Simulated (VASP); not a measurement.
# PbO in VASP: further runs

PbO is run at these levels: PBE+D3(BJ); tasks: single point.

Everything below comes from runs of VASP 6.6.1. Logs are shortened: lines on timing, memory, paths and dates and some standing lists are left out, and cuts for length are marked.

**1. The cell of the first run**

The cell holds a slab with vacuum, 4 atoms: a = 3.798 Å, b = 3.798 Å, c = 30.749 Å, α = 90.00°, β = 90.00°, γ = 90.00°.

**2. Single point, PBE+D3(BJ)**

The input, INCAR:

```
SYSTEM = PbO
PREC = Accurate
ENCUT = 520
EDIFF = 1E-7
ISMEAR = 0
SIGMA = 0.02
LREAL = .FALSE.
LASPH = .TRUE.
NELM = 100
ALGO = Normal
ISIF = 2
LWAVE = .FALSE.
LCHARG = .FALSE.
LDIPOL = .TRUE.
IDIPOL = 3
DIPOL = 0.5 0.5 0.500
GGA = PE
IVDW = 12
NBANDS = 28
```

The input, KPOINTS:

```
Automatic mesh
0
G
  6 6 1
  0 0 0
```

The input, POSCAR:

```
PbO
1.0
    3.7980000000      0.0000000000      0.0000000000
    0.0000000000      3.7980000000      0.0000000000
    0.0000000000      0.0000000000     30.7493267952
Pb O
2 2
Direct
    0.5000000000      0.0000000000      0.4593974851
    0.0000000000      0.5000000000      0.5406025149
    0.0000000000      0.0000000000      0.5000000000
    0.5000000000      0.5000000000      0.5000000000
```

Potentials or basis: VASP PAW PBE potentials, release 64 (Pb_d, O).

The run is started by

```sh
$ cat potpaw_PBE.64/Pb_d/POTCAR potpaw_PBE.64/O/POTCAR > POTCAR
$ mpirun -np 1 vasp_std > vasp.out
```

OUTCAR:

```text
SYSTEM = PbO
   PREC = Accurate
   ENCUT = 520
   EDIFF = 1E-7
   ISMEAR = 0
   LREAL = .FALSE.
   LASPH = .TRUE.
   NELM = 100
   ISIF = 2
   GGA = PE
   IVDW = 12
 IVDW          = 12

 ion  position               nearest neighbor table
   1  0.500  0.000  0.459-   3 2.27   4 2.27   4 2.27   3 2.27   2 3.67   2 3.67   2 3.67   2 3.67

   2  0.000  0.500  0.541-   3 2.27   4 2.27   3 2.27   4 2.27   1 3.67   1 3.67   1 3.67   1 3.67

   3  0.000  0.000  0.500-   1 2.27   2 2.27   2 2.27   1 2.27
   4  0.500  0.500  0.500-   1 2.27   2 2.27   1 2.27   2 2.27

  LATTYP: Found a simple tetragonal cell.
 ALAT       =     3.7980000000
 C/A-ratio  =     8.0961892562

  Lattice vectors:

 A1 = (   3.7980000000,   0.0000000000,   0.0000000000)
 A2 = (   0.0000000000,   3.7980000000,   0.0000000000)
 A3 = (   0.0000000000,   0.0000000000,  30.7493267952)

Analysis of symmetry for initial positions (statically):
=====================================================================
 Subroutine PRICEL returns:
 Original cell was already a primitive cell.

 Routine SETGRP: Setting up the symmetry group for a
 simple tetragonal supercell.

 Subroutine GETGRP returns: Found 16 space group operations
 (whereof  8 operations were pure point group operations)
 out of a pool of 16 trial point group operations.

The static configuration has the point symmetry D_2d.
 The point group associated with its full space group is D_4h.

Analysis of symmetry for dynamics (positions and initial velocities):
=====================================================================
 Subroutine PRICEL returns:
 Original cell was already a primitive cell.

 Routine SETGRP: Setting up the symmetry group for a
 simple tetragonal supercell.

 Subroutine GETGRP returns: Found 16 space group operations
 (whereof  8 operations were pure point group operations)
 out of a pool of 16 trial point group operations.

The dynamic configuration has the point symmetry D_2d.
 The point group associated with its full space group is D_4h.

 Subroutine INISYM returns: Found 16 space group operations
 (whereof  8 operations are pure point group operations),
 and found     1 'primitive' translations

----------------------------------------------------------------------------------------

                                     Primitive cell

  volume of cell :     443.5530

  direct lattice vectors                    reciprocal lattice vectors
     3.798000000  0.000000000  0.000000000     0.263296472  0.000000000  0.000000000
     0.000000000  3.798000000  0.000000000     0.000000000  0.263296472  0.000000000
     0.000000000  0.000000000 30.749326795     0.000000000  0.000000000  0.032521037

  length of vectors
     3.798000000  3.798000000 30.749326795     0.263296472  0.263296472  0.032521037

  position of ions in fractional coordinates (direct lattice)
     0.500000000  0.000000000  0.459397485
     0.000000000  0.500000000  0.540602515
     0.000000000  0.000000000  0.500000000
     0.500000000  0.500000000  0.500000000

  ion indices of the primitive-cell ions
   primitive index   ion index
                 1           1
                 2           2
                 3           3
                 4           4

----------------------------------------------------------------------------------------

 KPOINTS: Automatic mesh

Automatic generation of k-mesh.
 Grid dimensions read from file:
 generate k-points for:    6    6    1

 Generating k-lattice:

  Cartesian coordinates                     Fractional coordinates (reciprocal lattice)
     0.043882745  0.000000000  0.000000000     0.166666667  0.000000000  0.000000000
     0.000000000  0.043882745  0.000000000     0.000000000  0.166666667  0.000000000
     0.000000000  0.000000000  0.032521037     0.000000000  0.000000000  1.000000000

  Length of vectors
     0.043882745  0.043882745  0.032521037

  Shift w.r.t. Gamma in fractional coordinates (k-lattice)
     0.000000000  0.000000000  0.000000000

 Subroutine IBZKPT returns following result:
 ===========================================

 Found     10 irreducible k-points:

 Following reciprocal coordinates:
            Coordinates               Weight
  0.000000  0.000000  0.000000      1.000000
  0.166667  0.000000  0.000000      4.000000
  0.333333  0.000000  0.000000      4.000000
  0.500000  0.000000  0.000000      2.000000
  0.166667  0.166667  0.000000      4.000000
  0.333333  0.166667  0.000000      8.000000
  0.500000  0.166667  0.000000      4.000000
  0.333333  0.333333  0.000000      4.000000
  0.500000  0.333333  0.000000      4.000000
  0.500000  0.500000  0.000000      1.000000
   k-points           NKPTS =     10   k-points in BZ     NKDIM =     10   number of bands    NBANDS=     28
   number of dos      NEDOS =    301   number of ions     NIONS =      4
   total plane-waves  NPLWV = 188160
   dimension x,y,z NGX =    28 NGY =   28 NGZ =  240
   dimension x,y,z NGXF=    56 NGYF=   56 NGZF=  480
   ions per type =               2   2
   NGX,Y,Z   is equivalent  to a cutoff of  12.26, 12.26, 12.98 a.u.
   NGXF,Y,Z  is equivalent  to a cutoff of  24.51, 24.51, 25.95 a.u.
 SYSTEM =  PbO
   PREC   = accura    normal or accurate (medium, high low for compatibility)
   ISTART =      0    job   : 0-new  1-cont  2-samecut
   ICHARG =      2    charge: 1-file 2-atom 10-const
   ISPIN  =      1    spin polarized calculation?
   LNONCOLLINEAR =      F non collinear calculations
   LSORBIT =      F    spin-orbit coupling
   LASPH  =      T    aspherical Exc in radial PAW
   ENCUT  =  520.0 eV  38.22 Ry    6.18 a.u.   7.06  7.06 57.17*2*pi/ulx,y,z
   NELM   =    100;   NELMIN=  2; NELMDL= -5     # of ELM steps
   EDIFF  = 0.1E-06   stopping-criterion for ELM
   LREAL  =      F    real-space projection
   EDIFFG = 0.1E-05   stopping-criterion for IOM
   NSW    =      0    number of steps for IOM
   IBRION =     -1    ionic relax: 0-MD 1-quasi-New 2-CG
   NFREE  =      0    steps in history (QN), initial steepest desc. (CG)
   ISIF   =      2    stress and relaxation
   ISYM   =      2    0-nonsym 1-usesym 2-fastsym
   POTIM  = 0.5000    time-step for ionic-motion
   TEBEG  =    0.0;   TEEND  =   0.0 temperature during run
   PSTRESS=    0.0 pullay stress
   NELECT =      40.0000    total number of electrons
   NUPDOWN=      -1.0000    fix difference up-down
   EMIN   =  10.00;   EMAX   =-10.00  energy-range for DOS
   EFERMI =   0.00;   METHOD = LEGACY
   ISMEAR =     0;   SIGMA  =   0.02  broadening in eV -4-tet -1-fermi 0-gaus
   EFERMI_NEDOS =   21; number of points for ismear=-14 and -15
   IALGO  =     38    algorithm
   IMIX   =      4    mixing-type and parameters
     AMIX     =   0.40;   BMIX     =  1.00
     AMIX_MAG =   1.60;   BMIX_MAG =  1.00
  volume/ion in A,a.u.               =     110.89       748.31
  Fermi-wavevector in a.u.,A,eV,Ry     =   0.734141  1.387326  7.333043  0.538963
  Thomas-Fermi vector in A             =   1.827022
   LORBIT       =      0    0 simple, 1 ext, 2 COOP (PROOUT), +10 PAW based schemes
   GGA     = PE    functional components
   LHFCALC =     F    Hartree Fock is set to
   AEXX    =    0.0000 exact exchange contribution
   IVDW    =    12    specifies the selected vdW correction
   LEPSILON=     F    determine dielectric tensor
   LRPA    =     F    only Hartree local field effects (RPA)
 non-spin polarized calculation
 Gauss-broadening in eV      SIGMA  =   0.02
  energy-cutoff  :      520.00
  volume of cell :      443.55
 maximum number of plane-waves:     11980
   NGX = 15   NGY = 15   NGZ =115

 number of electron      39.9999999 magnetization

 dipolmoment           0.000000      0.000000     -0.000000 electrons x Angstroem

 Free energy of the ion-electron system (eV)
  ---------------------------------------------------
  ext. energy  EPLUGINS =         0.00000000
  ---------------------------------------------------
  free energy    TOTEN  =       -21.18238878 eV

  energy without entropy =      -21.18238878  energy(sigma->0) =      -21.18238878

 E-fermi :  -3.1385     XC(G=0):  -2.1515

 val. band max:       -3.2647043667   @ k =   0.1667   0.0000   0.0000
 cond. band min:      -0.0965383004   @ k =   0.0000   0.0000   0.0000
 fundamental gap:      3.1681660663
 Fermi energy:        -3.1384841336

 k-point     1 :       0.0000    0.0000    0.0000
  band No.  band energies     occupation
      1     -21.3438      2.00000
      2     -20.4797      2.00000
      3     -18.5117      2.00000
      4     -18.4584      2.00000
      5     -18.4584      2.00000
      6     -18.3793      2.00000
[... 20 lines left out ...]
     27       2.8529      0.00000
     28       3.0398      0.00000

 k-point     2 :       0.1667    0.0000    0.0000
  band No.  band energies     occupation
      1     -21.2705      2.00000
      2     -20.5262      2.00000
      3     -18.4821      2.00000
      4     -18.4572      2.00000
      5     -18.4534      2.00000
      6     -18.3491      2.00000
[... 20 lines left out ...]
     27       2.5693      0.00000
     28       3.1873      0.00000

 k-point     3 :       0.3333    0.0000    0.0000
  band No.  band energies     occupation
      1     -21.0876      2.00000
      2     -20.6640      2.00000
      3     -18.4426      2.00000
      4     -18.4406      2.00000
      5     -18.4273      2.00000
      6     -18.3820      2.00000
[... 20 lines left out ...]
     27       3.2407      0.00000
     28       3.4900      0.00000

 k-point     4 :       0.5000    0.0000    0.0000
  band No.  band energies     occupation
      1     -20.8664      2.00000
      2     -20.8664      2.00000
      3     -18.4214      2.00000
      4     -18.4214      2.00000
      5     -18.4190      2.00000
      6     -18.4190      2.00000
[... 144 lines left out ...]
     27       4.0074      0.00000
     28       4.1694      0.00000

 k-point     9 :       0.5000    0.3333    0.0000
  band No.  band energies     occupation
      1     -20.8422      2.00000
      2     -20.8422      2.00000
      3     -18.4016      2.00000
      4     -18.4016      2.00000
      5     -18.3228      2.00000
      6     -18.3228      2.00000
[... 20 lines left out ...]
     27       4.7041      0.00000
     28       4.7041      0.00000

 k-point    10 :       0.5000    0.5000    0.0000
  band No.  band energies     occupation
      1     -20.8374      2.00000
      2     -20.8374      2.00000
      3     -18.4058      2.00000
      4     -18.4058      2.00000
      5     -18.2795      2.00000
      6     -18.2795      2.00000
[... 20 lines left out ...]
     27       4.3579      0.00000
     28       4.3579      0.00000

------------------------ aborting loop because EDIFF is reached ----------------------------------------

 vacuum level on the upper side and lower side of the slab       (xc-potential included)        -0.006        -0.006

 Edisp (eV)   -0.61296

 E8    (eV) :    -0.2912

  FORCE on cell =-STRESS in cart. coord.  units (eV):
  Direction    XX          YY          ZZ          XY          YZ          ZX
  --------------------------------------------------------------------------------------
  -------------------------------------------------------------------------------------
  Total       4.46767     4.46767     1.75894     0.00000     0.00000     0.00000
  in kB      16.13788    16.13788     6.35353     0.00000     0.00000     0.00000
  external pressure =       12.88 kB  Pullay stress =        0.00 kB

 VOLUME and BASIS-vectors are now :
 -----------------------------------------------------------------------------
  energy-cutoff  :      520.00
  volume of cell :      443.55
      direct lattice vectors                 reciprocal lattice vectors
     3.798000000  0.000000000  0.000000000     0.263296472  0.000000000  0.000000000
     0.000000000  3.798000000  0.000000000     0.000000000  0.263296472  0.000000000
     0.000000000  0.000000000 30.749326795     0.000000000  0.000000000  0.032521037

 POSITION                                       TOTAL-FORCE (eV/Angst)
 -----------------------------------------------------------------------------------
      1.89900      0.00000     14.12616         0.000000      0.000000     -0.734732
      0.00000      1.89900     16.62316        -0.000000      0.000000      0.734732
      0.00000      0.00000     15.37466        -0.000000      0.000000      0.000000
      1.89900      1.89900     15.37466         0.000000      0.000000      0.000000
 -----------------------------------------------------------------------------------
    total drift:                                0.000000      0.000000      0.000000

  FREE ENERGIE OF THE ION-ELECTRON SYSTEM (eV)
  ---------------------------------------------------
  free  energy   TOTEN  =       -21.7953473317 eV

  energy  without entropy=      -21.7953473317  energy(sigma->0) =      -21.79534733

 vacuum level on the upper side and lower side of the slab         1.691         1.691
```

It took 6.7 min on 1 thread of Intel Xeon 8259CL, shared host; peak memory 0.52 GiB.

What came out:

- Free energy: -21.7953 eV
- Largest force: 0.735 eV/Å
- Band gap on the k mesh: 3.17 eV (least direct gap 3.18 eV)
- Dispersion energy per atom: -0.153 eV

Forces in eV/Å, atoms in the order of the input:
```
Pb   0.000  0.000 -0.735
Pb   0.000  0.000  0.735
O    0.000  0.000  0.000
O    0.000  0.000  0.000
```

Levels at points of the mesh, in eV from the valence-band top:
```
           k point  band 16  band 17  band 18  band 19  band 20  band 21  band 22  band 23  band 24  band 25
(0.00, 0.00, 0.00)    -3.51    -1.04    -0.68    -0.68    -0.01     3.17     3.38     4.93     4.96     5.27
(0.50, 0.00, 0.00)    -2.84    -2.18    -2.18    -0.59    -0.59     3.48     3.48     5.78     5.78     7.25
(0.50, 0.50, 0.00)    -3.22    -1.09    -1.09    -0.06    -0.06     3.48     3.48     5.56     5.56     6.87
```

Caveat: spin-orbit coupling is left out, which moves the levels of the heavy elements.

**3. Single point, PBE+D3(BJ)**

The input, INCAR:

```
PREC = Accurate ; ENCUT = 520
EDIFF = 1E-7 ; ISMEAR = 0
SIGMA = 0.02 ; LREAL = F
LASPH = T ; NELM = 60
ALGO = Normal ; ISIF = 2
LWAVE = F ; LCHARG = T
LDIPOL = T ; IDIPOL = 3
DIPOL = 0.5 0.5 0.500 ; GGA = PE
IVDW = 12 ; LELF = T
LVHAR = T ; LVACPOTAV = T
NBANDS = 28
```

The input, KPOINTS:

```
regular mesh
0
Gamma
  6 6 1
```

POSCAR: that of step 2 with these lines changed.

```diff
@@ -8,4 +8,4 @@
 Direct
-    0.5000000000      0.0000000000      0.4593974851
-    0.0000000000      0.5000000000      0.5406025149
+    0.5000000000      0.0000000000      0.4566657180
+    0.0000000000      0.5000000000      0.5433342820
     0.0000000000      0.0000000000      0.5000000000
```

Potentials or basis: VASP PAW PBE potentials, release 64 (Pb_d, O).

The run is started by

```sh
$ cat potpaw_PBE.64/Pb_d/POTCAR potpaw_PBE.64/O/POTCAR > POTCAR
$ mpirun -np 1 vasp_std > vasp.out
```

It took 7.9 min on 1 thread of Intel Xeon 8259CL, shared host; peak memory 0.5 GiB.

It converged, with:

```
Free energy                            : -21.7816 eV
Largest force                          : 0.865 eV/Å
Band gap on the k mesh                 : 2.71 eV (least direct gap 2.82 eV)
Dispersion energy per atom             : -0.151 eV
Ionisation potential of the upper face : 4.44 eV
```

Forces on the atoms (eV/Å):
```
Pb   0.000  0.000  0.865
Pb   0.000  0.000 -0.865
O    0.000  0.000  0.000
O    0.000  0.000  0.000
```

Levels at points of the mesh, in eV from the valence-band top:
```
           k point  band 18  band 19  band 20  band 21  band 22  band 23
(0.00, 0.00, 0.00)    -0.57    -0.57    -0.55     2.71     3.15     4.44
(0.50, 0.00, 0.00)    -2.07    -0.99    -0.99     2.86     2.86     5.28
(0.50, 0.50, 0.00)    -1.59     0.00     0.00     2.82     2.82     4.87
```

Caveat: spin-orbit coupling is left out, which moves the levels of the heavy elements.

**4. Single point, PBE+D3(BJ)**

The input, INCAR:

```
  PREC = Accurate
  ENCUT = 520
  EDIFF = 1E-7
  ISMEAR = 0
  SIGMA = 0.02
  LREAL = False
  LASPH = True
  NELM = 60
  ALGO = Normal
  ISIF = 2
  LWAVE = False
  LCHARG = True
  LDIPOL = True
  IDIPOL = 3
  DIPOL = 0.5 0.5 0.500
  GGA = PE
  IVDW = 12
  LELF = True
  LVHAR = True
  LVACPOTAV = True
  NBANDS = 28
```

The input, KPOINTS:

```
Automatic mesh
0
Gamma
  6 6 1
```

POSCAR: that of step 3 with these lines changed.

```diff
@@ -8,4 +8,4 @@
 Direct
-    0.5000000000      0.0000000000      0.4566657180
-    0.0000000000      0.5000000000      0.5433342820
+    0.5000000000      0.0000000000      0.4634788752
+    0.0000000000      0.5000000000      0.5365211248
     0.0000000000      0.0000000000      0.5000000000
```

The run is started by

```sh
$ cat potpaw_PBE.64/Pb_d/POTCAR potpaw_PBE.64/O/POTCAR > POTCAR
$ mpirun -np 1 vasp_std > vasp.out
```

Run time: 7.8 min. Hardware: 1 thread of Intel Xeon 8259CL, shared host; peak memory 0.5 GiB.

It converged, with:

```
Free energy                            : -21.2785 eV
Largest force                          : 3.435 eV/Å
Band gap on the k mesh                 : 2.77 eV
Dispersion energy per atom             : -0.156 eV
Ionisation potential of the upper face : 4.92 eV
```

Forces on the atoms (eV/Å):
```
Pb   0.000  0.000 -3.435
Pb   0.000  0.000  3.435
O    0.000  0.000  0.000
O    0.000  0.000  0.000
```

Levels at points of the mesh, in eV from the valence-band top:
```csv
k point,band 18,band 19,band 20,band 21,band 22,band 23
"(0.00, 0.00, 0.00)",-1.70,-1.60,0.00,2.77,2.97,4.84
"(0.50, 0.00, 0.00)",-3.16,-0.71,-0.71,3.56,3.56,5.65
"(0.50, 0.50, 0.00)",-1.09,-0.96,-0.96,3.63,3.63,5.76
```

Caveat: spin-orbit coupling is left out, which moves the levels of the heavy elements.

**5. The runs side by side**

```csv
cell,gap on the mesh (eV),largest force (eV/Å)
"as given, atomic positions A",3.17,0.73
"as given, atomic positions B",2.71,0.86
"as given, atomic positions C",2.77,3.44
```

Alike in all rows: task single point; level PBE+D3(BJ); potentials or basis VASP PAW PBE potentials, release 64 (Pb_d, O); no spin polarisation; k mesh 6 × 6 × 1; cutoff (eV) 520; smearing gaussian 0.02 eV.

Caveats: spin-orbit coupling is left out, which moves the levels of the heavy elements.

Absolute energies hang on the potentials; compare differences alone.
